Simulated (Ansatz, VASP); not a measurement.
AgCl: VASP beside Ansatz

The input INCAR:

```
PREC     = Accurate       # precision mode
ENCUT    = 520            # plane-wave cutoff, eV
EDIFF    = 1E-7           # SCF threshold, eV
ISMEAR   = -1             # smearing method
SIGMA    = 0.01           # smearing width, eV
LREAL    = F              # projectors in reciprocal space
LASPH    = T              # aspherical terms in the spheres
NELM     = 100            # most SCF steps
ALGO     = Normal         # electronic algorithm
ISIF     = 2              # what is computed and relaxed
LWAVE    = F              # write WAVECAR
LCHARG   = T              # write CHGCAR
GGA      = PE             # functional
LELF     = T              # ELF
LVHAR    = T            
NBANDS   = 16             # bands
```

The input KPOINTS:

```
Automatic mesh
0
Gamma
  9 9 9
```

POSCAR

```
AgCl
1.0
    3.5013229026      0.0000000000      0.0000000000
    0.0000000000      3.5013229026      0.0000000000
    0.0000000000      0.0000000000      3.5013229026
Ag Cl
1 1
Direct
    0.0000000000      0.0000000000      0.0000000000
    0.5000000000      0.5000000000      0.5000000000
```

Input for Ansatz:

```yaml
crystal:
  lattice:
    - [3.5013229026, 0.0, 0.0]
    - [0.0, 3.5013229026, 0.0]
    - [0.0, 0.0, 3.5013229026]
  atoms:
    - { symbol: Ag, position: [0.0, 0.0, 0.0] }
    - { symbol: Cl, position: [0.5, 0.5, 0.5] }
kpoints:
  mp_grid: { grid: [9, 9, 9] }
  band_path:
    path:
      - [0.0, 0.0, 0.0]
      - [0.0, 0.5, 0.0]
      - [0.5, 0.5, 0.0]
      - [0.0, 0.0, 0.0]
      - [0.5, 0.5, 0.5]
      - [0.0, 0.5, 0.0]
      - [0.5, 0.5, 0.5]
      - [0.5, 0.5, 0.0]
    npoints: 5
scf:
  occupations: { method: fermi_dirac, width: 0.01 }
hamiltonian:
  xc: pbe
  pseudopotentials: { kind: all_electron, lapw: { basis_error: 0.001 } }
output:
  forces: true
  stress: true
  eigenvalues: true
```

Change from the starting cell: volume scaled by 1.06.

Alike in both runs: task single point; functional PBE; k mesh 9 × 9 × 9; occupations fermi-dirac, width 0.01 eV; no spin polarisation.

|  | VASP | Ansatz |
| --- | --- | --- |
| version | VASP 6.6.1 | Ansatz 0.2.0 |
| potentials or method | VASP PAW PBE potentials, release 64 (Ag, Cl), cutoff 520 eV | all-electron LAPW, scalar-relativistic |

|  | VASP | Ansatz | Ansatz less VASP |
| --- | --- | --- | --- |
| gap on the k mesh at the Fermi level (eV) | 0.60 | 0.60 | +0.002 |
| pressure (GPa) | -2.6 | -2.4 | +0.12 |

Ansatz ran all-electron here, and VASP with PAW potentials.
